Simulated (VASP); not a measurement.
Zn3SnO3: single point with r2SCAN

Zn3SnO3:

```xyz
7
Lattice="3.3702 0.0000 0.0000 -1.6851 2.9187 0.0000 0.0000 0.0000 11.0724" Properties=species:S:1:pos:R:3 pbc="T T T"
Zn    1.6851    0.9729    8.7140
Zn    0.0000    1.9458    0.0000
Zn    1.6851    0.9729    2.3584
Sn    0.0000    0.0000    5.5362
O     0.0000    1.9458    8.6997
O     1.6851    0.9729    0.0000
O     0.0000    1.9458    2.3726
```

```
Program             : VASP 6.6.1
Task                : single point
Functional          : r2SCAN
Potentials or basis : VASP PAW PBE potentials, release 64 (Zn, Sn_d, O)
Cutoff              : 660 eV
k mesh              : 12 × 12 × 4
Occupations         : gaussian, width 0.1 eV
Spin                : no spin polarisation
```

- Pressure: -3.7 GPa
- Largest force: 0.155 eV/Å
- Band gap on the k mesh: zero (bands 34 and 35 overlap by 1.30 eV)

Forces in eV/Å, atoms in the order of the input:
```
Zn   0.000  0.000  0.155
Zn   0.000  0.000  0.000
Zn   0.000  0.000 -0.155
Sn   0.000  0.000  0.000
O    0.000  0.000  0.118
O    0.000  0.000  0.000
O    0.000  0.000 -0.118
```

Stress tensor (GPa, compression positive):
```
-4.20  0.00  0.00
 0.00 -4.20  0.00
 0.00  0.00 -2.71
```

Levels at points of the mesh, in eV from the Fermi level:
```
           k point  band 31  band 32  band 33  band 34  band 35  band 36  band 37  band 38
(0.00, 0.00, 0.00)    -1.71    -1.51    -1.51    -1.06     0.35     3.07     3.40     7.24
(0.50, 0.00, 0.00)    -3.27    -3.03    -2.40    -2.00     1.37     3.67     4.29     4.99
(0.00, 0.00, 0.50)    -1.71    -1.70    -1.51    -1.51     1.54     1.70     3.91     7.12
(0.50, 0.00, 0.50)    -3.02    -2.72    -2.30    -2.27     1.28     3.84     4.29     4.82
```

Wall time 35 min on 1 thread of Intel Xeon 8259CL (shared host), peak memory 0.52 GiB.

Caveat: the cell stands under tension; the PAW data sets were made with another functional, which shifts forces and pressure a little; spin-orbit coupling is left out, which moves the levels of the heavy elements.
